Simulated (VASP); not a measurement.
# TiH3 (P6_3/mmc) in VASP: further runs

TiH3 is run at these levels: PBE; tasks: single point, relaxation of cell and atoms.

All numbers are computed with VASP 6.6.1; they aren't measurements. Logs are shortened: lines on timing, memory, paths and dates and some standing lists are left out, and cuts for length are marked.

## (1) The cell of the first run

Symmetry: P6_3/mmc, No. 194, hexagonal system. The conventional cell has a = 3.165 Å, b = 3.165 Å, c = 5.585 Å, α = 90.00°, β = 90.00°, γ = 120.00°. Ti (site symmetry -6m2) has 11 H at 1.83 to 2.02 Å within 2.4 Å. Within 2.3 Å of H (site symmetry 3m) lie 7 H at 1.74 to 2.11 Å and 4 Ti at 1.92 to 2.02 Å. H (site symmetry -6m2) has 3 Ti at 1.83 Å and 6 H at 2.02 Å within 2.4 Å.

## (2) Single point, PBE

The input, INCAR:

```
ALGO = Normal
EDIFF = 1E-6
ENCUT = 520
GGA = PE
ISIF = 2
ISMEAR = 0
LASPH = T
LCHARG = F
LREAL = F
LWAVE = F
NBANDS = 25
NELM = 100
PREC = Accurate
SIGMA = 0.1
```

The input, KPOINTS:

```
k-points
0
Gamma
  15 15 8
```

The input, POSCAR:

```
TiH3
1.0
    3.1654955305      0.0000000000      0.0000000000
   -1.5827477653      2.7413995450      0.0000000000
    0.0000000000      0.0000000000      5.5850794957
Ti H
2 6
Direct
    0.3333333333      0.6666666667      0.2500000000
    0.6666666667      0.3333333333      0.7500000000
    0.3333333333      0.6666666667      0.5939701174
    0.3333333333      0.6666666667      0.9060298826
    0.6666666667      0.3333333333      0.4060298826
    0.6666666667      0.3333333333      0.0939701174
    0.0000000000      0.0000000000      0.2500000000
    0.0000000000      0.0000000000      0.7500000000
```

Potentials or basis: VASP PAW PBE potentials, release 64 (Ti_sv, H).

Started as:

```bash
cat potpaw_PBE.64/Ti_sv/POTCAR potpaw_PBE.64/H/POTCAR > POTCAR
mpirun -np 1 vasp_std > vasp.out
```

OUTCAR:

```text
EDIFF = 1E-6
   ENCUT = 520
   GGA = PE
   ISIF = 2
   ISMEAR = 0
   LASPH = T
   LREAL = F
   NELM = 100
   PREC = Accurate

 ion  position               nearest neighbor table
   1  0.333  0.667  0.250-   7 1.83   7 1.83   7 1.83
   2  0.667  0.333  0.750-   8 1.83   8 1.83   8 1.83
   3  0.333  0.667  0.594-
   4  0.333  0.667  0.906-
   5  0.667  0.333  0.406-
   6  0.667  0.333  0.094-
   7  0.000  0.000  0.250-   1 1.83   1 1.83   1 1.83
   8  0.000  0.000  0.750-   2 1.83   2 1.83   2 1.83

  LATTYP: Found a hexagonal cell.
 ALAT       =     3.1654955305
 C/A-ratio  =     1.7643618327

  Lattice vectors:

 A1 = (   3.1654955305,   0.0000000000,   0.0000000000)
 A2 = (  -1.5827477653,   2.7413995450,   0.0000000000)
 A3 = (   0.0000000000,   0.0000000000,   5.5850794957)

Analysis of symmetry for initial positions (statically):
=====================================================================
 Subroutine PRICEL returns:
 Original cell was already a primitive cell.

 Routine SETGRP: Setting up the symmetry group for a
 hexagonal supercell.

 Subroutine GETGRP returns: Found 24 space group operations
 (whereof 12 operations were pure point group operations)
 out of a pool of 24 trial point group operations.

The static configuration has the point symmetry D_3d.
 The point group associated with its full space group is D_6h.

Analysis of symmetry for dynamics (positions and initial velocities):
=====================================================================
 Subroutine PRICEL returns:
 Original cell was already a primitive cell.

 Routine SETGRP: Setting up the symmetry group for a
 hexagonal supercell.

 Subroutine GETGRP returns: Found 24 space group operations
 (whereof 12 operations were pure point group operations)
 out of a pool of 24 trial point group operations.

The dynamic configuration has the point symmetry D_3d.
 The point group associated with its full space group is D_6h.

 Subroutine INISYM returns: Found 24 space group operations
 (whereof 12 operations are pure point group operations),
 and found     1 'primitive' translations

----------------------------------------------------------------------------------------

                                     Primitive cell

  volume of cell :      48.4667

  direct lattice vectors                    reciprocal lattice vectors
     3.165495530  0.000000000  0.000000000     0.315906306  0.182388591  0.000000000
    -1.582747765  2.741399545  0.000000000     0.000000000  0.364777182  0.000000000
     0.000000000  0.000000000  5.585079496     0.000000000  0.000000000  0.179048481

  length of vectors
     3.165495530  3.165495531  5.585079496     0.364777182  0.364777182  0.179048481

  position of ions in fractional coordinates (direct lattice)
     0.333333333  0.666666667  0.250000000
     0.666666667  0.333333333  0.750000000
     0.333333333  0.666666667  0.593970117
     0.333333333  0.666666667  0.906029883
     0.666666667  0.333333333  0.406029883
     0.666666667  0.333333333  0.093970117
     0.000000000  0.000000000  0.250000000
     0.000000000  0.000000000  0.750000000

  ion indices of the primitive-cell ions
   primitive index   ion index
                 1           1
                 2           2
                 3           3
                 4           4
                 5           5
                 6           6
                 7           7
                 8           8

----------------------------------------------------------------------------------------

 KPOINTS: k-points

Automatic generation of k-mesh.
 Grid dimensions read from file:
 generate k-points for:   15   15    8

 Generating k-lattice:

  Cartesian coordinates                     Fractional coordinates (reciprocal lattice)
     0.021060420  0.012159239  0.000000000     0.066666667  0.000000000  0.000000000
     0.000000000  0.024318479  0.000000000     0.000000000  0.066666667  0.000000000
     0.000000000  0.000000000  0.022381060     0.000000000  0.000000000  0.125000000

  Length of vectors
     0.024318479  0.024318479  0.022381060

  Shift w.r.t. Gamma in fractional coordinates (k-lattice)
     0.000000000  0.000000000  0.000000000

 Subroutine IBZKPT returns following result:
 ===========================================

 Found    135 irreducible k-points:

 Following reciprocal coordinates:
            Coordinates               Weight
  0.000000  0.000000  0.000000      1.000000
  0.066667  0.000000  0.000000      6.000000
  0.133333  0.000000  0.000000      6.000000
  0.200000  0.000000  0.000000      6.000000
  0.266667  0.000000  0.000000      6.000000
  0.333333  0.000000  0.000000      6.000000
[... 16 lines left out ...]
  0.333333  0.200000  0.000000     12.000000
  0.400000  0.200000  0.000000      6.000000
 [... further k-points ...]
   k-points           NKPTS =    135   k-points in BZ     NKDIM =    135   number of bands    NBANDS=     25
   number of dos      NEDOS =    301   number of ions     NIONS =      8
   total plane-waves  NPLWV =  24192
   dimension x,y,z NGX =    24 NGY =   24 NGZ =   42
   dimension x,y,z NGXF=    48 NGYF=   48 NGZF=   84
   ions per type =               2   6
   NGX,Y,Z   is equivalent  to a cutoff of  12.60, 12.60, 12.50 a.u.
   NGXF,Y,Z  is equivalent  to a cutoff of  25.21, 25.21, 25.00 a.u.
 SYSTEM =  unknown system
   PREC   = accura    normal or accurate (medium, high low for compatibility)
   ISTART =      0    job   : 0-new  1-cont  2-samecut
   ICHARG =      2    charge: 1-file 2-atom 10-const
   ISPIN  =      1    spin polarized calculation?
   LNONCOLLINEAR =      F non collinear calculations
   LSORBIT =      F    spin-orbit coupling
   LASPH  =      T    aspherical Exc in radial PAW
   ENCUT  =  520.0 eV  38.22 Ry    6.18 a.u.   5.89  5.89 10.38*2*pi/ulx,y,z
   NELM   =    100;   NELMIN=  2; NELMDL= -5     # of ELM steps
   EDIFF  = 0.1E-05   stopping-criterion for ELM
   LREAL  =      F    real-space projection
   EDIFFG = 0.1E-04   stopping-criterion for IOM
   NSW    =      0    number of steps for IOM
   IBRION =     -1    ionic relax: 0-MD 1-quasi-New 2-CG
   NFREE  =      0    steps in history (QN), initial steepest desc. (CG)
   ISIF   =      2    stress and relaxation
   ISYM   =      2    0-nonsym 1-usesym 2-fastsym
   POTIM  = 0.5000    time-step for ionic-motion
   TEBEG  =    0.0;   TEEND  =   0.0 temperature during run
   PSTRESS=    0.0 pullay stress
   NELECT =      30.0000    total number of electrons
   NUPDOWN=      -1.0000    fix difference up-down
   EMIN   =  10.00;   EMAX   =-10.00  energy-range for DOS
   EFERMI =   0.00;   METHOD = LEGACY
   ISMEAR =     0;   SIGMA  =   0.10  broadening in eV -4-tet -1-fermi 0-gaus
   EFERMI_NEDOS =   21; number of points for ismear=-14 and -15
   IALGO  =     38    algorithm
   IMIX   =      4    mixing-type and parameters
     AMIX     =   0.40;   BMIX     =  1.00
     AMIX_MAG =   1.60;   BMIX_MAG =  1.00
  volume/ion in A,a.u.               =       6.06        40.88
  Fermi-wavevector in a.u.,A,eV,Ry     =   1.395192  2.636531 26.484583  1.946562
  Thomas-Fermi vector in A             =   2.518668
   LORBIT       =      0    0 simple, 1 ext, 2 COOP (PROOUT), +10 PAW based schemes
   GGA     = PE    functional components
   LHFCALC =     F    Hartree Fock is set to
   AEXX    =    0.0000 exact exchange contribution
   IVDW    =     0    specifies the selected vdW correction
   LEPSILON=     F    determine dielectric tensor
   LRPA    =     F    only Hartree local field effects (RPA)
 non-spin polarized calculation
 Gauss-broadening in eV      SIGMA  =   0.10
  energy-cutoff  :      520.00
  volume of cell :       48.47
 maximum number of plane-waves:      1320
 NGX is ok and might be reduce to    24
   NGX = 11   NGY = 11   NGZ = 21

 number of electron      30.0000006 magnetization

 Free energy of the ion-electron system (eV)
  ---------------------------------------------------
  ext. energy  EPLUGINS =         0.00000000
  ---------------------------------------------------
  free energy    TOTEN  =       -38.23234373 eV

  energy without entropy =      -38.21475945  energy(sigma->0) =      -38.22355159

 E-fermi :   7.5377     XC(G=0): -11.5098

 val. band max:        7.5350372616   @ k =   0.2000   0.0000   0.2500
 cond. band min:       7.5406931383   @ k =   0.3333   0.0000   0.1250
 fundamental gap:      0.0056558767
 Fermi energy:         7.5376685477

 k-point     1 :       0.0000    0.0000    0.0000
  band No.  band energies     occupation
      1     -50.0183      2.00000
      2     -49.9924      2.00000
      3     -26.4434      2.00000
      4     -26.2097      2.00000
      5     -26.1547      2.00000
      6     -26.1547      2.00000
[... 17 lines left out ...]
     24      11.1674      0.00000
     25      19.5863      0.00000

 k-point     2 :       0.0667    0.0000    0.0000
  band No.  band energies     occupation
      1     -50.0166      2.00000
      2     -49.9911      2.00000
      3     -26.4393      2.00000
      4     -26.2103      2.00000
      5     -26.1677      2.00000
      6     -26.1579      2.00000
[... 17 lines left out ...]
     24      11.2192      0.00000
     25      19.0305      0.00000

 k-point     3 :       0.1333    0.0000    0.0000
  band No.  band energies     occupation
      1     -50.0115      2.00000
      2     -49.9876      2.00000
      3     -26.4275      2.00000
      4     -26.2121      2.00000
      5     -26.2045      2.00000
      6     -26.1830      2.00000
[... 552 lines left out ...]
 k-point    23 :       0.3333    0.2000    0.0000
  band No.  band energies     occupation
      1     -49.9723      2.00000
      2     -49.9654      2.00000
      3     -26.4112      2.00000
      4     -26.3859      2.00000
      5     -26.3146      2.00000
      6     -26.2785      2.00000
[... 17 lines left out ...]
     24      11.6536      0.00000
     25      13.5300      0.00000

 k-point    24 :       0.4000    0.2000    0.0000
  band No.  band energies     occupation
      1     -49.9702      2.00000
      2     -49.9650      2.00000
      3     -26.4185      2.00000
      4     -26.3893      2.00000
      5     -26.3055      2.00000
      6     -26.2869      2.00000
[... 17 lines left out ...]
     24      11.5980      0.00000
     25      13.1828      0.00000

 [... further k-points ...]
[... 5 lines left out ...]
  --------------------------------------------------------------------------------------
  -------------------------------------------------------------------------------------
  Total       -0.0177105     -0.0177105     -0.0455549      0.0000000      0.0000000      0.0000000
  in kB       -0.5854612     -0.5854612     -1.5059220      0.0000000      0.0000000      0.0000000
  external PRESSURE =      -0.8922815 kB  Pullay stress =       0.0000000 kB

 VOLUME and BASIS-vectors are now :
 -----------------------------------------------------------------------------
  energy-cutoff  :      520.00
  volume of cell :       48.47
      direct lattice vectors                 reciprocal lattice vectors
     3.165495530  0.000000000  0.000000000     0.315906306  0.182388591  0.000000000
    -1.582747765  2.741399545  0.000000000     0.000000000  0.364777182  0.000000000
     0.000000000  0.000000000  5.585079496     0.000000000  0.000000000  0.179048481

 POSITION                                       TOTAL-FORCE (eV/Angst)
 -----------------------------------------------------------------------------------
     -0.00000      1.82760      1.39627        -0.000000     -0.000000      0.000000
      1.58275      0.91380      4.18881        -0.000000      0.000000      0.000000
     -0.00000      1.82760      3.31737        -0.000000     -0.000000      0.001942
     -0.00000      1.82760      5.06025        -0.000000     -0.000000     -0.001942
      1.58275      0.91380      2.26771        -0.000000     -0.000000     -0.001942
      1.58275      0.91380      0.52483         0.000000     -0.000000      0.001942
      0.00000      0.00000      1.39627         0.000000      0.000000      0.000000
      0.00000      0.00000      4.18881        -0.000000      0.000000      0.000000
 -----------------------------------------------------------------------------------
    total drift:                               -0.000000      0.000000     -0.000000

  FREE ENERGIE OF THE ION-ELECTRON SYSTEM (eV)
  ---------------------------------------------------
  free  energy   TOTEN  =       -38.2323437334 eV

  energy  without entropy=      -38.2147594518  energy(sigma->0) =      -38.22355159
```

Wall time 77 s (1 thread of Intel Xeon Platinum 8488C (Sapphire Rapids), shared host); peak memory 0.25 GiB.

What came out:

```yaml
Free_energy: -38.2323 eV
Pressure: -0.1 GPa
Band_gap_on_the_k_mesh: zero (band 15 reaches 8.08 eV, above the bottom of band 16 at 6.97 eV)
```

## (3) Relaxation of cell and atoms, PBE

The input, INCAR:

```
PREC     = Accurate       # precision mode
ENCUT    = 600            # plane-wave cutoff, eV
EDIFF    = 1E-7           # SCF threshold, eV
ISMEAR   = 0              # smearing method
SIGMA    = 0.1            # smearing width, eV
LREAL    = False          # projectors in reciprocal space
LASPH    = True           # aspherical terms in the spheres
NELM     = 100            # most SCF steps
ALGO     = Normal         # electronic algorithm
ISIF     = 3              # what is computed and relaxed
LWAVE    = False          # write WAVECAR
LCHARG   = False          # write CHGCAR
GGA      = PE             # functional
IBRION   = 2              # ionic algorithm
NSW      = 100            # ionic steps
EDIFFG   = -0.01          # ionic threshold
```

The input, KPOINTS:

```
regular mesh
0
Gamma
  15 15 8
```

The input, POSCAR:

```
TiH3
1.0
    3.1670151736      0.0000000000      0.0000000000
   -1.5835075868      2.7427155945      0.0000000000
    0.0000000000      0.0000000000      5.5852251352
Ti H
2 6
Direct
    0.3333333333      0.6666666667      0.2500000000
    0.6666666667      0.3333333333      0.7500000000
    0.3333333333      0.6666666667      0.5939703067
    0.3333333333      0.6666666667      0.9060296933
    0.6666666667      0.3333333333      0.4060296933
    0.6666666667      0.3333333333      0.0939703067
    0.0000000000      0.0000000000      0.2500000000
    0.0000000000      0.0000000000      0.7500000000
```

Potentials or basis: VASP PAW PBE potentials, release 64 (Ti_sv, H).

Started as:

```bash
cat potpaw_PBE.64/Ti_sv/POTCAR potpaw_PBE.64/H/POTCAR > POTCAR
mpirun -np 1 vasp_std > vasp.out
```

It took 2.3 min on 1 thread of Intel Xeon Platinum 8488C (Sapphire Rapids), shared host; peak memory 0.28 GiB.

It converged, with:

| Property | Result |
| --- | --- |
| Free energy | -38.2354 eV |
| Pressure after relaxing | -0.1 GPa |
| Band gap on the k mesh | zero (band 15 reaches 8.07 eV, above the bottom of band 16 at 6.96 eV) |

Forces on the atoms (eV/Å):
```
Ti   0.000  0.000  0.000
Ti   0.000  0.000  0.000
H    0.000  0.000  0.003
H    0.000  0.000 -0.003
H    0.000  0.000 -0.003
H    0.000  0.000  0.003
H    0.000  0.000  0.000
H    0.000  0.000  0.000
```

Final structure:
```
CELL_PARAMETERS angstrom
3.16702 0.00000 0.00000
-1.58351 2.74272 0.00000
0.00000 0.00000 5.58523
ATOMIC_POSITIONS crystal
Ti 0.33333 0.66667 0.25000
Ti 0.66667 0.33333 0.75000
H 0.33333 0.66667 0.59397
H 0.33333 0.66667 0.90603
H 0.66667 0.33333 0.40603
H 0.66667 0.33333 0.09397
H 0.00000 0.00000 0.25000
H 0.00000 0.00000 0.75000
```

Levels at points of the mesh, in eV from the Fermi level:
```
           k point  band 13  band 14  band 15  band 16  band 17  band 18
(0.00, 0.00, 0.00)    -0.55    -0.55    -0.31    -0.31     0.67     0.67
(0.00, 0.00, 0.50)    -0.53    -0.53    -0.53    -0.53     0.86     0.86
```

Caveat: the relaxation stopped at its first step, so nothing moved.
